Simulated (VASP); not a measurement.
Runs of VASP 6.6.1 on Pb. The structure is that of space group Fm-3m (No. 225), or close to it. The cells are those of the table. 

```csv
task,cell,cutoff (eV),k mesh for the DOS,occupations for the DOS,gap on the mesh (eV),pressure (GPa)
single point,"a = 2.690 Å, angles 60.0°, 1 atom",500,-,-,none,(a)
single point,"a = 3.281 Å, angles 60.0°, 1 atom",500,-,-,none,18.0
single point,"a = 3.134 Å, angles 60.0°, 1 atom",500,-,-,none,39.0
single point,"a = 3.564 Å, angles 60.0°, 1 atom",500,-,-,none,0.0
single point,"a = 3.416 Å, angles 60.0°, 1 atom",500,-,-,none,(b)
```

Alike in all rows: level PBE; potentials or basis VASP PAW PBE potentials, release 64 (Pb_d); no spin polarisation; k mesh 14 × 14 × 14; smearing fermi-dirac 0.05 eV.

Estimate the missing entries.

(a) 266.1; (b) 6.9.

Caveats: spin-orbit coupling is left out, which moves the levels of the heavy elements.

A k mesh can miss the band edges, and the runs leave out spin-orbit coupling on Pb.

A gap of «none» marks levels without a gap at the run's occupations.
